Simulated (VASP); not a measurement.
# VO2 (P4_2/mnm) in VASP: settings compared, part 2 of 2

VASP 6.6.1. The steps go on from the part before.

### Step 3. Single point, PBE exchange alone, collinear spin, ferromagnetic start

This run uses another cell than the first one, of 10.31 Å³/atom.

INCAR reads:

```
SYSTEM = VO2
PREC     = Accurate       ! precision mode
ENCUT    = 600            ! plane-wave cutoff, eV
EDIFF    = 1E-6           ! SCF threshold, eV
ISMEAR   = -1             ! smearing method
SIGMA    = 0.05           ! smearing width, eV
LREAL    = .False.        ! projectors in reciprocal space
LASPH    = .True.         ! aspherical terms in the spheres
NELM     = 200            ! most SCF steps
ALGO     = Normal         ! electronic algorithm
ISIF     = 2              ! what is computed and relaxed
LWAVE    = .False.        ! write WAVECAR
LCHARG   = .True.         ! write CHGCAR
ISPIN    = 2              ! spin polarisation
MAGMOM   = 2 2 0 0 0 0    ! initial moments
LORBIT   = 11             ! projections on sites
LMAXMIX  = 4              ! l up to which the mixer works
GGA      = PE             ! functional
ALDAC    = 0.0          
AGGAC    = 0.0          
LELF     = .True.         ! ELF
LVHAR    = .True.       
NBANDS   = 38             ! bands
GGA_COMPAT= .False.
```

KPOINTS reads:

```
regular mesh
0
Gamma
  6 6 9
  0 0 0
```

POSCAR reads:

```
VO2
1.0
    4.5072020454      0.0000000000      0.0000000000
    0.0000000000      4.5072020454      0.0000000000
    0.0000000000      0.0000000000      3.0444500000
V O
2 4
Direct
    0.5000000000      0.5000000000      0.5000000000
    0.0000000000      0.0000000000      0.0000000000
    0.2003580000      0.7996420000      0.5000000000
    0.7996420000      0.2003580000      0.5000000000
    0.7003580000      0.7003580000      0.0000000000
    0.2996420000      0.2996420000      0.0000000000
```

Potentials or basis: VASP PAW PBE potentials, release 64 (V_sv, O).

The run is started by

```console
> cat potpaw_PBE.64/V_sv/POTCAR potpaw_PBE.64/O/POTCAR > POTCAR
> mpirun -np 1 vasp_std > vasp.out
```

OUTCAR:

```text
SYSTEM = VO2
   PREC = Accurate
   ENCUT = 600
   EDIFF = 1E-6
   ISMEAR = -1
   LREAL = .False.
   LASPH = .True.
   NELM = 200
   ISIF = 2
   ISPIN = 2
   LORBIT = 11
   GGA = PE

 ion  position               nearest neighbor table
   1  0.500  0.500  0.500-   3 1.91   4 1.91   5 1.99   6 1.99   5 1.99   6 1.99
   2  0.000  0.000  0.000-   5 1.91   6 1.91   3 1.99   4 1.99   3 1.99   4 1.99
   3  0.200  0.800  0.500-   1 1.91   2 1.99   2 1.99
   4  0.800  0.200  0.500-   1 1.91   2 1.99   2 1.99
   5  0.700  0.700  0.000-   2 1.91   1 1.99   1 1.99
   6  0.300  0.300  0.000-   2 1.91   1 1.99   1 1.99

  LATTYP: Found a simple tetragonal cell.
 ALAT       =     4.5072020454
 C/A-ratio  =     0.6754633960

  Lattice vectors:

 A1 = (   4.5072020454,   0.0000000000,   0.0000000000)
 A2 = (   0.0000000000,   4.5072020454,   0.0000000000)
 A3 = (   0.0000000000,   0.0000000000,   3.0444500000)

Analysis of symmetry for initial positions (statically):
=====================================================================
 Subroutine PRICEL returns:
 Original cell was already a primitive cell.

 Routine SETGRP: Setting up the symmetry group for a
 simple tetragonal supercell.
[... 2134 lines left out ...]
  Total        6.5102203      6.5102203      1.0618926      0.0000000      0.0000000      0.0000000
  in kB      168.6488435    168.6488435     27.5085867      0.0000000      0.0000000      0.0000000
  external PRESSURE =     121.6020912 kB  Pullay stress =       0.0000000 kB

 VOLUME and BASIS-vectors are now :
 -----------------------------------------------------------------------------
  energy-cutoff  :      600.00
  volume of cell :       61.85
      direct lattice vectors                 reciprocal lattice vectors
     4.507202045  0.000000000  0.000000000     0.221867134  0.000000000  0.000000000
     0.000000000  4.507202045  0.000000000     0.000000000  0.221867134  0.000000000
     0.000000000  0.000000000  3.044450000     0.000000000  0.000000000  0.328466554

 POSITION                                       TOTAL-FORCE (eV/Angst)
 -----------------------------------------------------------------------------------
      2.25360      2.25360      1.52222         0.000000      0.000000      0.000000
      0.00000      0.00000      0.00000         0.000000      0.000000      0.000000
      0.90305      3.60415      1.52222        -0.105999      0.105999     -0.000000
      3.60415      0.90305      1.52222         0.105999     -0.105999      0.000000
      3.15666      3.15666      0.00000        -0.105999     -0.105999      0.000000
      1.35055      1.35055      0.00000         0.105999      0.105999     -0.000000
 -----------------------------------------------------------------------------------
    total drift:                                0.000000      0.000000      0.000000

  FREE ENERGIE OF THE ION-ELECTRON SYSTEM (eV)
  ---------------------------------------------------
  free  energy   TOTEN  =       -44.8637007657 eV

  energy  without entropy=      -44.8164135293  energy(sigma->0) =      -44.84005715

 total charge

# of ion       s       p       d       tot
------------------------------------------
    1        2.262   6.293   2.825  11.381
    2        2.262   6.293   2.825  11.381
    3        1.564   3.471   0.000   5.035
    4        1.564   3.471   0.000   5.035
    5        1.564   3.471   0.000   5.035
    6        1.564   3.471   0.000   5.035
--------------------------------------------------
tot         10.781  26.471   5.651  42.903

 magnetization (x)

# of ion       s       p       d       tot
------------------------------------------
    1        0.017   0.014   1.114   1.145
    2        0.017   0.014   1.114   1.145
    3       -0.003  -0.094   0.000  -0.097
    4       -0.003  -0.094   0.000  -0.097
    5       -0.003  -0.094   0.000  -0.097
    6       -0.003  -0.094   0.000  -0.097
--------------------------------------------------
tot          0.022  -0.347   2.229   1.903
```

OSZICAR:

```text
N       E                     dE             d eps       ncg     rms          rms(c)
DAV:   1     0.669377645182E+03    0.66938E+03   -0.29520E+04  7600   0.159E+03
DAV:   2    -0.106251538982E+02   -0.68000E+03   -0.63488E+03  8028   0.484E+02
DAV:   3    -0.624328938562E+02   -0.51808E+02   -0.51074E+02  8604   0.144E+02
DAV:   4    -0.631364643458E+02   -0.70357E+00   -0.70246E+00  8472   0.179E+01
DAV:   5    -0.631422075551E+02   -0.57432E-02   -0.57425E-02  8444   0.172E+00    0.444E+01
DAV:   6    -0.496214048246E+02    0.13521E+02   -0.62624E+01  8752   0.738E+01    0.292E+01
DAV:   7    -0.477609073402E+02    0.18605E+01   -0.46659E+01  7790   0.668E+01    0.213E+01
DAV:   8    -0.456550927195E+02    0.21058E+01   -0.33336E+00  8164   0.150E+01    0.103E+01
DAV:   9    -0.448719106514E+02    0.78318E+00   -0.10937E+00  9660   0.115E+01    0.218E+00
DAV:  10    -0.448711259484E+02    0.78470E-03   -0.17221E-01  8206   0.300E+00    0.192E+00
DAV:  11    -0.448736374154E+02   -0.25115E-02   -0.26375E-02  8368   0.119E+00    0.104E+00
DAV:  12    -0.448631770093E+02    0.10460E-01   -0.12359E-02  9316   0.121E+00    0.269E-01
DAV:  13    -0.448638423034E+02   -0.66529E-03   -0.43814E-03  8622   0.480E-01    0.181E-01
DAV:  14    -0.448637541018E+02    0.88202E-04   -0.63368E-04  8092   0.262E-01    0.143E-01
DAV:  15    -0.448637167962E+02    0.37306E-04   -0.25070E-04  8476   0.141E-01    0.591E-02
DAV:  16    -0.448637011522E+02    0.15644E-04   -0.69749E-05  8686   0.774E-02    0.199E-02
DAV:  17    -0.448637001126E+02    0.10396E-05   -0.15487E-05  8482   0.269E-02    0.926E-03
DAV:  18    -0.448637007657E+02   -0.65309E-06   -0.11598E-06  5074   0.940E-03
   1 F= -.44863701E+02 E0= -.44840057E+02  d E =-.472872E-01  mag=     2.0000
```

It took 2 min on 1 thread of Intel Xeon 6975P-C (Granite Rapids), shared host; peak memory 0.33 GiB.

Results:

| Item | Value |
| --- | --- |
| Free energy | -44.8637 eV |
| Pressure | 12.2 GPa |
| Largest force | 0.150 eV/Å |
| Band gap on the k mesh | zero (filled and empty bands overlap) |
| Net moment | 2.00 μB per cell |
| Site moments | V +1.15; O -0.10 μB |
| Valence electrons inside the program's atomic spheres | V 11.38; O 5.04 |

Forces on the atoms (eV/Å):
```
V    0.000  0.000  0.000
V    0.000  0.000  0.000
O   -0.106  0.106  0.000
O    0.106 -0.106  0.000
O   -0.106 -0.106  0.000
O    0.106  0.106  0.000
```

Levels at points of the mesh, in eV from the Fermi level:
Spin up:
| k point | band 23 | band 24 | band 25 | band 26 | band 27 | band 28 | band 29 | band 30 |
| --- | --- | --- | --- | --- | --- | --- | --- | --- |
| (0.00, 0.00, 0.00) | -1.42 | -0.91 | -0.80 | -0.49 | -0.32 | -0.29 | -0.29 | 1.89 |
| (0.50, 0.00, 0.00) | -1.67 | -1.67 | -0.16 | -0.16 | 0.43 | 0.43 | 0.97 | 0.97 |
| (0.50, 0.50, 0.00) | -2.23 | -2.23 | -0.74 | -0.74 | -0.26 | -0.26 | 1.37 | 1.37 |
Spin down:
| k point | band 20 | band 21 | band 22 | band 23 | band 24 | band 25 | band 26 | band 27 | band 28 | band 29 |
| --- | --- | --- | --- | --- | --- | --- | --- | --- | --- | --- |
| (0.00, 0.00, 0.00) | -3.58 | -2.00 | -1.62 | -1.62 | -1.19 | 0.92 | 1.01 | 1.05 | 1.08 | 1.08 |
| (0.50, 0.00, 0.00) | -4.23 | -3.11 | -3.11 | -1.90 | -1.90 | 1.45 | 1.45 | 1.69 | 1.69 | 2.05 |
| (0.50, 0.50, 0.00) | -3.20 | -2.75 | -2.75 | -2.36 | -2.36 | 0.91 | 0.91 | 1.11 | 1.11 | 2.30 |

Caveat: the stress differs along the axes, from 3 to 17 GPa; semilocal functionals often make such compounds metallic where correlation or magnetic order opens a gap, which also shifts bond lengths.

### Step 4. Single point, LDA, collinear spin, ferromagnetic start

This run uses another cell than the first one, of 10.31 Å³/atom.

INCAR reads:

```
PREC = Accurate ; ENCUT = 600
EDIFF = 1E-6 ; ISMEAR = -1
SIGMA = 0.05 ; LREAL = False
LASPH = True ; NELM = 200
ALGO = Normal ; ISIF = 2
LWAVE = False ; LCHARG = False
ISPIN = 2 ; MAGMOM = 2 2 0 0 0 0
LORBIT = 11 ; LMAXMIX = 4
GGA = CA ; NBANDS = 38
GGA_COMPAT = False
```

KPOINTS reads:

```
regular mesh
0
Gamma
  6 6 9
```

POSCAR is that of step 3.

Potentials or basis: VASP PAW LDA potentials, release 64 (V_sv, O).

The run is started by

```console
> cat potpaw_LDA.64/V_sv/POTCAR potpaw_LDA.64/O/POTCAR > POTCAR
> mpirun -np 1 vasp_std > vasp.out
```

Run time: 1.8 min. Hardware: 1 thread of Intel Xeon 6975P-C (Granite Rapids), shared host; peak memory 0.3 GiB.

The run converged. Its results:

| Property | Result |
| --- | --- |
| Free energy | -56.7729 eV |
| Pressure | -22.2 GPa |
| Largest force | 0.324 eV/Å |
| Band gap on the k mesh | zero (filled and empty bands overlap) |
| Net moment | 2.00 μB per cell |
| Site moments | V +1.03; O -0.05 μB |
| Valence electrons inside the program's atomic spheres | V 11.43; O 4.98 |

Forces in eV/Å, atoms in the order of the input:
```
V    0.000  0.000  0.000
V    0.000  0.000  0.000
O   -0.229  0.229  0.000
O    0.229 -0.229  0.000
O   -0.229 -0.229  0.000
O    0.229  0.229  0.000
```

Stress tensor (GPa, compression positive):
```
-15.31   0.00   0.00
  0.00 -15.31   0.00
  0.00   0.00 -35.85
```

Levels at points of the mesh, in eV from the Fermi level:
Spin up:
| k point | band 24 | band 25 | band 26 | band 27 | band 28 | band 29 |
| --- | --- | --- | --- | --- | --- | --- |
| (0.00, 0.00, 0.00) | -1.15 | -0.76 | -0.50 | -0.38 | -0.36 | -0.36 |
| (0.50, 0.00, 0.00) | -1.93 | -0.12 | -0.12 | 0.38 | 0.38 | 0.88 |
| (0.50, 0.50, 0.00) | -2.49 | -0.71 | -0.71 | -0.33 | -0.33 | 1.28 |
Spin down:
| k point | band 22 | band 23 | band 24 | band 25 | band 26 | band 27 |
| --- | --- | --- | --- | --- | --- | --- |
| (0.00, 0.00, 0.00) | -1.72 | -1.72 | -1.24 | 0.25 | 0.39 | 0.52 |
| (0.50, 0.00, 0.00) | -3.32 | -1.99 | -1.99 | 0.81 | 0.81 | 1.24 |
| (0.50, 0.50, 0.00) | -2.91 | -2.51 | -2.51 | 0.26 | 0.26 | 0.62 |

Caveat: the stress differs along the axes, from -36 to -15 GPa; semilocal functionals often make such compounds metallic where correlation or magnetic order opens a gap, which also shifts bond lengths. With open d or f shells a metallic result of LDA can be an artefact of self-interaction; +U or a hybrid may open a gap.

### Step 5. Single point, RPBE, collinear spin, ferromagnetic start

This run uses another cell than the first one, of 9.69 Å³/atom.

INCAR reads:

```
SYSTEM = VO2
PREC = Accurate ; ENCUT = 600
EDIFF = 1E-6 ; ISMEAR = -1
SIGMA = 0.05 ; LREAL = .FALSE.
LASPH = .TRUE. ; NELM = 200
ALGO = Normal ; ISIF = 2
LWAVE = .FALSE. ; LCHARG = .FALSE.
ISPIN = 2 ; MAGMOM = 2 2 0 0 0 0
LORBIT = 11 ; LMAXMIX = 4
GGA = RP ; NBANDS = 38
GGA_COMPAT = .FALSE.
```

KPOINTS reads:

```
regular mesh
0
G
  6 6 9
  0 0 0
```

Edit POSCAR of step 4 so:

```diff
@@ -2,5 +2,5 @@
 1.0
-    4.5072020454      0.0000000000      0.0000000000
-    0.0000000000      4.5072020454      0.0000000000
-    0.0000000000      0.0000000000      3.0444500000
+    4.4151925128      0.0000000000      0.0000000000
+    0.0000000000      4.4151925128      0.0000000000
+    0.0000000000      0.0000000000      2.9823009287
 V O
```

Potentials or basis: VASP PAW PBE potentials, release 64 (V_sv, O).

The run is started by

```console
> cat potpaw_PBE.64/V_sv/POTCAR potpaw_PBE.64/O/POTCAR > POTCAR
> mpirun -np 1 vasp_std > vasp.out
```

Wall time 98 s (1 thread of Intel Xeon 6975P-C (Granite Rapids), shared host); peak memory 0.32 GiB.

The run converged. Its results:

| Quantity | Value |
| --- | --- |
| Free energy | -49.0498 eV |
| Pressure | 11.7 GPa |
| Largest force | 0.199 eV/Å |
| Band gap on the k mesh | zero (filled and empty bands overlap) |
| Net moment | 2.00 μB per cell |
| Site moments | V +1.07; O -0.06 μB |
| Valence electrons inside the program's atomic spheres | V 11.53; O 5.08 |

Forces in eV/Å, atoms in the order of the input:
```
V    0.000  0.000  0.000
V    0.000  0.000  0.000
O   -0.141  0.141  0.000
O    0.141 -0.141  0.000
O   -0.141 -0.141  0.000
O    0.141  0.141  0.000
```

Stress tensor (GPa, compression positive):
```
18.02  0.00  0.00
 0.00 18.02  0.00
 0.00  0.00 -0.86
```

Levels at points of the mesh, in eV from the Fermi level:
Spin up:
```csv
k point,band 24,band 25,band 26,band 27,band 28,band 29
"(0.00, 0.00, 0.00)",-1.21,-0.87,-0.51,-0.39,-0.38,-0.38
"(0.50, 0.00, 0.00)",-2.03,-0.14,-0.14,0.42,0.42,0.99
"(0.50, 0.50, 0.00)",-2.55,-0.79,-0.79,-0.34,-0.34,1.41
```
Spin down:
```tsv
k point	band 21	band 22	band 23	band 24	band 25	band 26	band 27	band 28
(0.00, 0.00, 0.00)	-2.25	-1.84	-1.84	-1.39	0.58	0.75	0.80	0.88
(0.50, 0.00, 0.00)	-3.47	-3.47	-2.17	-2.17	1.21	1.21	1.60	1.60
(0.50, 0.50, 0.00)	-3.06	-3.06	-2.60	-2.60	0.58	0.58	0.92	0.92
```

Caveat: the stress differs along the axes, from -1 to 18 GPa; the PAW data sets were made with another functional, which shifts forces and pressure a little; semilocal functionals often make such compounds metallic where correlation or magnetic order opens a gap, which also shifts bond lengths. With open d or f shells a metallic result of RPBE can be an artefact of self-interaction; +U or a hybrid may open a gap.

### Step 6. The runs side by side

```csv
level,potentials or basis,cell,gap on the mesh (eV),pressure (GPa),moment (μB),largest force (eV/Å)
RPBE,"VASP PAW PBE potentials, release 64 (V_sv, O)","a = 4.446, b = 4.446, c = 3.003 Å, 6 atoms",none,6.2,2.00,0.21
PBE exchange alone,"VASP PAW PBE potentials, release 64 (V_sv, O)","a = 4.507, b = 4.507, c = 3.044 Å, 6 atoms",none,12.2,2.00,0.15
LDA,"VASP PAW LDA potentials, release 64 (V_sv, O)","a = 4.507, b = 4.507, c = 3.044 Å, 6 atoms",none,-22.2,2.00,0.32
RPBE,"VASP PAW PBE potentials, release 64 (V_sv, O)","a = 4.415, b = 4.415, c = 2.982 Å, 6 atoms",none,11.7,2.00,0.20
```

Alike in all rows: task single point; spin collinear, ferromagnetic start; k mesh 6 × 6 × 9; cutoff (eV) 600; smearing fermi-dirac 0.05 eV.

Caveats: semilocal functionals often make such compounds metallic where correlation or magnetic order opens a gap, which also shifts bond lengths; the PAW data sets were made with another functional, which shifts forces and pressure a little (at least some runs); the stress differs along the axes, from -6 to 12 GPa (at least some runs); the stress differs along the axes, from 3 to 17 GPa (at least some runs); the stress differs along the axes, from -36 to -15 GPa (at least some runs); the stress differs along the axes, from -1 to 18 GPa (at least some runs).

Absolute energies hang on the potentials; compare differences alone.
